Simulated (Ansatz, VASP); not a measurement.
## NaH: VASP beside Ansatz

```xyz
2
Lattice="0.0000 2.4400 2.3790 2.4400 0.0000 2.3790 2.4400 2.4400 0.0000" Properties=species:S:1:pos:R:3 pbc="T T T"
Na    0.0000    0.0000    0.0000
H     2.4400    2.4400    2.3790
```

Change from the starting cell: strain +0.000 along x and y, -0.025 along z, atoms carried along.

Alike in both runs: task single point; functional PBE; k mesh 8 × 8 × 8; occupations gaussian, width 0.05 eV; no spin polarisation.

```csv
,VASP,Ansatz
version,VASP 6.6.1,Ansatz 0.2.0
potentials or method,"VASP PAW PBE potentials, release 64 (Na_pv, H), cutoff 520 eV","scalar-relativistic, plane waves, PAW"
valence electrons in the cell,8,10
```

|  | VASP | Ansatz | Ansatz less VASP |
| --- | --- | --- | --- |
| gap on the k mesh at the Fermi level (eV) | 3.75 | 3.75 | +0.002 |
| least direct gap on the mesh (eV) | 4.61 | 4.61 | +0.004 |
| pressure (GPa) | -0.1 | -0.1 | +0.03 |
| traceless stress, the component that is largest in VASP (GPa) | 0.53 | 0.53 | -0.006 |

The functional is the same, so the differences come from potentials, cutoffs and numerics. VASP's potentials hold 8 valence electrons a cell and Ansatz's 10, so a difference there can come from the potentials and not from the codes.
